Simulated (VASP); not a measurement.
Write the native input for VASP 6.6.1 that does the following.

```yaml
Task: single point
Functional: PBE
Potentials_or_basis: VASP PAW PBE potentials, release 64 (O, C, H)
Cutoff: 520 eV
k_mesh: 1 × 1 × 1
Occupations: fermi-dirac, width 0.02 eV
Spin: no spin polarisation
Dipole_correction: no
Further_INCAR_settings: ALGO = Normal; EDIFF = 1e-06; NBANDS = 30
```

The structure of H2CO lies in POSCAR:

```
H2CO
1.0
    6.4150690000      0.0000000000      0.0000000000
    0.0000000000      6.4150690000      0.0000000000
    0.0000000000      0.0000000000      6.4150690000
O C H
3 3 6
Direct
    0.7085687579      1.0326133475      0.5980659873
    1.0925309897      0.6516023368      0.7891211781
    0.1285017957      0.8697601493      0.2842613337
    0.5600211050      1.1248334347      0.5703713577
    0.9260578075      0.6106590485      0.8336203445
    0.3014651372      0.8853850504      0.2509237692
    0.0875105826      0.1718616856      0.8874082095
    0.1441764470      0.1281722763      0.7947684504
    0.5454243509      0.2272368017      0.0595477482
    0.5847549136      0.3354138766      0.0374792982
    0.6268964050      0.6176019617      0.3984424984
    0.6024859078      0.5089252308      0.4348996247
```

These files were run (other wordings do the same):

INCAR

```
SYSTEM = H2CO
ALGO     = Normal         ! electronic algorithm
EDIFF    = 1E-6           ! SCF threshold, eV
ENCUT    = 520            ! plane-wave cutoff, eV
GGA      = PE             ! functional
ISIF     = 2              ! what is computed and relaxed
ISMEAR   = -1             ! smearing method
LASPH    = .True.         ! aspherical terms in the spheres
LCHARG   = .False.        ! write CHGCAR
LREAL    = .False.        ! projectors in reciprocal space
LWAVE    = .False.        ! write WAVECAR
NBANDS   = 30             ! bands
NELM     = 80             ! most SCF steps
PREC     = Accurate       ! precision mode
SIGMA    = 0.02           ! smearing width, eV
```

KPOINTS

```
k-points
0
Gamma
  1 1 1
  0 0 0
```

Potentials or basis: VASP PAW PBE potentials, release 64 (O, C, H).

Command:

```sh
$ cat potpaw_PBE.64/O/POTCAR potpaw_PBE.64/C/POTCAR potpaw_PBE.64/H/POTCAR > POTCAR
$ mpirun -np 1 vasp_gam > vasp.out
```

Results of the run:

The pressure is 0.8 GPa, the largest force is 1.049 eV/Å and the band gap on the k mesh is 6.13 eV.

Caveat: the k points lie up to 0.98 Å⁻¹ apart.

Run time: 15 s on 1 thread of Intel(R) Xeon(R) Platinum 8259CL CPU @ 2.50GHz (Skylake/Cascade Lake), with other jobs on the host, peak memory 0.3 GiB.
